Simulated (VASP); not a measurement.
A run of VASP 6.6.1:

The input INCAR:

```
PREC = Accurate
ENCUT = 600
EDIFF = 1E-6
ISMEAR = 0
SIGMA = 0.2
LREAL = F
LASPH = T
NELM = 120
ALGO = Normal
ISIF = 2
LWAVE = F
LCHARG = T
GGA = PE
LELF = T
LVHAR = T
NBANDS = 16
GGA_COMPAT = F
```

The input KPOINTS:

```
Automatic mesh
0
Gamma
  7 7 7
```

Contents of POSCAR:

```
TaF
1.0
    0.0000000000      2.4042731221      2.4042731221
    2.4042731221      0.0000000000      2.4042731221
    2.4042731221      2.4042731221      0.0000000000
Ta F
1 1
Direct
    0.5000000000      0.5000000000      0.5000000000
    0.0000000000      0.0000000000      0.0000000000
```

Potentials or basis: VASP PAW PBE potentials, release 64 (Ta_pv, F).

Command:

```sh
$ cat potpaw_PBE.64/Ta_pv/POTCAR potpaw_PBE.64/F/POTCAR > POTCAR
$ mpirun -np 1 vasp_std > vasp.out
```

Hardware: 1 thread of Intel(R) Xeon(R) Platinum 8375C CPU @ 2.90GHz (Ice Lake) (shared host).

Problem. Estimate the wall time of this run.

Solution. It took 11 s on 1 thread of Intel(R) Xeon(R) Platinum 8375C CPU @ 2.90GHz (Ice Lake) (shared host), peak memory 0.16 GiB. Counts: scf iterations 12, k points 20.
